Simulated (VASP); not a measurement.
# K (Im-3m) in VASP: a series of runs

K is run at these levels: PBEsol; tasks: single point.

Everything below comes from runs of VASP 6.6.1. Logs are shortened: lines on timing, memory, paths and dates and some standing lists are left out, and cuts for length are marked.

### 1 The cell of the first run

Symmetry: Im-3m, No. 229, cubic system. Conventional cell: a = 5.322 Å, b = 5.322 Å, c = 5.322 Å, α = 90.00°, β = 90.00°, γ = 90.00°.

### 2 Single point, PBEsol

The input, INCAR:

```
SYSTEM = K
PREC = Accurate
ENCUT = 520
EDIFF = 1E-6
ISMEAR = -1
SIGMA = 0.05
LREAL = .False.
LASPH = .True.
NELM = 100
ALGO = Normal
ISIF = 2
LWAVE = .False.
LCHARG = .False.
GGA = PS
NBANDS = 10
```

The input, KPOINTS:

```
regular mesh
0
Gamma
  7 7 7
  0 0 0
```

The input, POSCAR:

```
K
1.0
   -2.6611005540      2.6611005540      2.6611005540
    2.6611005540     -2.6611005540      2.6611005540
    2.6611005540      2.6611005540     -2.6611005540
K
1
Direct
    0.0000000000      0.0000000000      0.0000000000
```

Potentials or basis: VASP PAW PBE potentials, release 64 (K_sv).

Started as:

```sh
> cat potpaw_PBE.64/K_sv/POTCAR > POTCAR
> mpirun -np 1 vasp_std > vasp.out
```

OUTCAR:

```text
SYSTEM = K
   PREC = Accurate
   ENCUT = 520
   EDIFF = 1E-6
   ISMEAR = -1
   LREAL = .False.
   LASPH = .True.
   NELM = 100
   ISIF = 2
   GGA = PS

 ion  position               nearest neighbor table
   1  0.000  0.000  0.000-

  LATTYP: Found a body centered cubic cell.
 ALAT       =     5.3222011080

  Lattice vectors:

 A1 = (  -2.6611005540,   2.6611005540,   2.6611005540)
 A2 = (   2.6611005540,  -2.6611005540,   2.6611005540)
 A3 = (   2.6611005540,   2.6611005540,  -2.6611005540)

Analysis of symmetry for initial positions (statically):
=====================================================================
 Subroutine PRICEL returns:
 Original cell was already a primitive cell.

 Routine SETGRP: Setting up the symmetry group for a
 body centered cubic supercell.

 Subroutine GETGRP returns: Found 48 space group operations
 (whereof 48 operations were pure point group operations)
 out of a pool of 48 trial point group operations.

The static configuration has the point symmetry O_h .

Analysis of symmetry for dynamics (positions and initial velocities):
=====================================================================
 Subroutine PRICEL returns:
 Original cell was already a primitive cell.

 Routine SETGRP: Setting up the symmetry group for a
 body centered cubic supercell.

 Subroutine GETGRP returns: Found 48 space group operations
 (whereof 48 operations were pure point group operations)
 out of a pool of 48 trial point group operations.

The dynamic configuration has the point symmetry O_h .

 Subroutine INISYM returns: Found 48 space group operations
 (whereof 48 operations are pure point group operations),
 and found     1 'primitive' translations

----------------------------------------------------------------------------------------

                                     Primitive cell

  volume of cell :      75.3779

  direct lattice vectors                    reciprocal lattice vectors
    -2.661100554  2.661100554  2.661100554     0.000000000  0.187892186  0.187892186
     2.661100554 -2.661100554  2.661100554     0.187892186  0.000000000  0.187892186
     2.661100554  2.661100554 -2.661100554     0.187892186  0.187892186  0.000000000

  length of vectors
     4.609161364  4.609161364  4.609161364     0.265719678  0.265719678  0.265719678

[... 68 lines left out ...]
   LNONCOLLINEAR =      F non collinear calculations
   LSORBIT =      F    spin-orbit coupling
   LASPH  =      T    aspherical Exc in radial PAW
   ENCUT  =  520.0 eV  38.22 Ry    6.18 a.u.   8.57  8.57  8.57*2*pi/ulx,y,z
   NELM   =    100;   NELMIN=  2; NELMDL= -5     # of ELM steps
   EDIFF  = 0.1E-05   stopping-criterion for ELM
   LREAL  =      F    real-space projection
[... 7 lines left out ...]
   TEBEG  =    0.0;   TEEND  =   0.0 temperature during run
   PSTRESS=    0.0 pullay stress
   NELECT =       9.0000    total number of electrons
   NUPDOWN=      -1.0000    fix difference up-down
   EMIN   =  10.00;   EMAX   =-10.00  energy-range for DOS
   EFERMI =   0.00;   METHOD = LEGACY
   ISMEAR =    -1;   SIGMA  =   0.05  broadening in eV -4-tet -1-fermi 0-gaus
   EFERMI_NEDOS =   21; number of points for ismear=-14 and -15
   IALGO  =     38    algorithm
   IMIX   =      4    mixing-type and parameters
     AMIX     =   0.40;   BMIX     =  1.00
     AMIX_MAG =   1.60;   BMIX_MAG =  1.00
  volume/ion in A,a.u.               =      75.38       508.67
  Fermi-wavevector in a.u.,A,eV,Ry     =   0.806135  1.523374  8.841793  0.649853
  Thomas-Fermi vector in A             =   1.914511
   LORBIT       =      0    0 simple, 1 ext, 2 COOP (PROOUT), +10 PAW based schemes
   GGA     = PS    functional components
   LHFCALC =     F    Hartree Fock is set to
   AEXX    =    0.0000 exact exchange contribution
   IVDW    =     0    specifies the selected vdW correction
   LEPSILON=     F    determine dielectric tensor
   LRPA    =     F    only Hartree local field effects (RPA)
 non-spin polarized calculation
  energy-cutoff  :      520.00
  volume of cell :       75.38
 maximum number of plane-waves:      2040
 NGX is ok and might be reduce to    36
   NGX = 17   NGY = 17   NGZ = 17

 number of electron       9.0000001 magnetization

 Free energy of the ion-electron system (eV)
  ---------------------------------------------------
  ext. energy  EPLUGINS =         0.00000000
  ---------------------------------------------------
  free energy    TOTEN  =        -1.13544933 eV

  energy without entropy =       -1.12840866  energy(sigma->0) =       -1.13192899

 E-fermi :  -0.2278     XC(G=0):  -5.6356

 val. band max:       -0.2944878306   @ k =  -0.2857   0.4286   0.1429
 cond. band min:      -0.0960331627   @ k =  -0.4286   0.4286   0.1429
 fundamental gap:      0.1984546679
 Fermi energy:        -0.2278432710

 k-point     1 :       0.0000    0.0000    0.0000
  band No.  band energies     occupation
      1     -32.2284      2.00000
      2     -15.7397      2.00000
      3     -15.7397      2.00000
      4     -15.7397      2.00000
      5      -2.3415      2.00000
      6       4.0535      0.00000
      7       4.0535      0.00000
      8       4.0535      0.00000
      9       4.9578      0.00000
     10       4.9578      0.00000
[... 235 lines left out ...]
 k-point    20 :      -0.4286    0.4286    0.4286
  band No.  band energies     occupation
      1     -32.2220      2.00000
      2     -15.7848      2.00000
      3     -15.7829      2.00000
      4     -15.7829      2.00000
      5       1.1461      0.00000
      6       1.5672      0.00000
      7       3.1671      0.00000
      8       3.1671      0.00000
      9       3.1915      0.00000
     10       5.6742      0.00000

------------------------ aborting loop because EDIFF is reached ----------------------------------------

  FORCE on cell =-STRESS in cart. coord.  units (eV):
  Direction    XX          YY          ZZ          XY          YZ          ZX
  --------------------------------------------------------------------------------------
  -------------------------------------------------------------------------------------
  Total       -0.1017727     -0.1017727     -0.1017727      0.0000000     -0.0000000      0.0000000
  in kB       -2.1632075     -2.1632075     -2.1632075      0.0000000     -0.0000000      0.0000000
  external PRESSURE =      -2.1632075 kB  Pullay stress =       0.0000000 kB

 VOLUME and BASIS-vectors are now :
 -----------------------------------------------------------------------------
  energy-cutoff  :      520.00
  volume of cell :       75.38
      direct lattice vectors                 reciprocal lattice vectors
    -2.661100554  2.661100554  2.661100554     0.000000000  0.187892186  0.187892186
     2.661100554 -2.661100554  2.661100554     0.187892186  0.000000000  0.187892186
     2.661100554  2.661100554 -2.661100554     0.187892186  0.187892186  0.000000000

 POSITION                                       TOTAL-FORCE (eV/Angst)
 -----------------------------------------------------------------------------------
      0.00000      0.00000      0.00000         0.000000      0.000000     -0.000000
 -----------------------------------------------------------------------------------
    total drift:                               -0.000000      0.000000      0.000000

  FREE ENERGIE OF THE ION-ELECTRON SYSTEM (eV)
  ---------------------------------------------------
  free  energy   TOTEN  =        -1.1354493303 eV

  energy  without entropy=       -1.1284086552  energy(sigma->0) =       -1.13192899
```

OSZICAR:

```text
N       E                     dE             d eps       ncg     rms          rms(c)
DAV:   1     0.438527822277E+02    0.43853E+02   -0.36313E+03   400   0.688E+02
DAV:   2     0.505832413074E+00   -0.43347E+02   -0.42723E+02   432   0.186E+02
DAV:   3    -0.106277757364E+01   -0.15686E+01   -0.15574E+01   620   0.279E+01
DAV:   4    -0.113643633094E+01   -0.73659E-01   -0.73571E-01   594   0.479E+00
DAV:   5    -0.113733322341E+01   -0.89689E-03   -0.89681E-03   600   0.410E-01    0.185E+00
DAV:   6    -0.113574679353E+01    0.15864E-02   -0.33177E-03   614   0.384E-01    0.120E+00
DAV:   7    -0.113541313119E+01    0.33366E-03   -0.56515E-03   578   0.470E-01    0.847E-02
DAV:   8    -0.113543353467E+01   -0.20403E-04   -0.35669E-04   556   0.208E-01    0.293E-02
DAV:   9    -0.113545164346E+01   -0.18109E-04   -0.21770E-05   498   0.426E-02    0.190E-02
DAV:  10    -0.113544965913E+01    0.19843E-05   -0.79703E-06   600   0.222E-02    0.325E-03
DAV:  11    -0.113544933026E+01    0.32887E-06   -0.99373E-08   286   0.299E-03
   1 F= -.11354493E+01 E0= -.11319290E+01  d E =-.704068E-02
```

stdout:

```text
POSCAR found type information on POSCAR K
 POSCAR found :  1 types and       1 ions
 scaLAPACK will be used
 -----------------------------------------------------------------------------
|                                                                             |
|                                                                             |
|     You enforced a specific xc type in the INCAR file but a different       |
|     I HOPE YOU KNOW WHAT YOU ARE DOING!                                     |
|                                                                             |
 -----------------------------------------------------------------------------

 LDA part: xc-table for (Slater+PW92), standard interpolation
 POSCAR, INCAR and KPOINTS ok, starting setup
 FFT: planning ... GRIDC
 FFT: planning ... GRID_SOFT
 FFT: planning ... GRID
 WAVECAR not read
 entering main loop
```

It took 5.4 s on 1 thread of Intel Xeon 6975P-C (Granite Rapids), shared host; peak memory 0.19 GiB.

Results:

```yaml
Free_energy: -1.1354 eV
Pressure: -0.2 GPa
```

Caveat: the PAW data sets were made with another functional, which shifts forces and pressure a little.

### 3 Single point, PBEsol

This run uses another cell than the first one, of 76.95 Å³/atom, 1.021 times its volume.

The input, INCAR:

```
PREC = Accurate
ENCUT = 520
EDIFF = 1E-7
ISMEAR = -1
SIGMA = 0.05
LREAL = F
LASPH = T
NELM = 80
ALGO = Normal
ISIF = 2
LWAVE = F
LCHARG = F
GGA = PS
NBANDS = 10
```

The input, KPOINTS:

```
Automatic mesh
0
Gamma
  7 7 7
```

The input, POSCAR:

```
K
1.0
   -2.6794535516      2.6794535516      2.6794535516
    2.6794535516     -2.6794535516      2.6794535516
    2.6794535516      2.6794535516     -2.6794535516
K
1
Direct
    0.0000000000      0.0000000000      0.0000000000
```

Potentials or basis: VASP PAW PBE potentials, release 64 (K_sv).

Started as:

```sh
> cat potpaw_PBE.64/K_sv/POTCAR > POTCAR
> mpirun -np 1 vasp_std > vasp.out
```

Wall time 6.6 s (1 thread of Intel Xeon 6975P-C (Granite Rapids), shared host); peak memory 0.19 GiB.

It converged, with:

| Quantity | Value |
| --- | --- |
| Free energy | -1.1332 eV |
| Pressure | -0.3 GPa |

Levels at points of the mesh, in eV from the Fermi level:
```tsv
k point	band 1	band 2	band 3	band 4	band 5	band 6	band 7	band 8	band 9	band 10
(0.00, 0.00, 0.00)	-32.02	-15.53	-15.53	-15.53	-2.09	4.26	4.26	4.26	5.15	5.15
```

Caveat: the PAW data sets were made with another functional, which shifts forces and pressure a little.

[end of part 1 of 2]
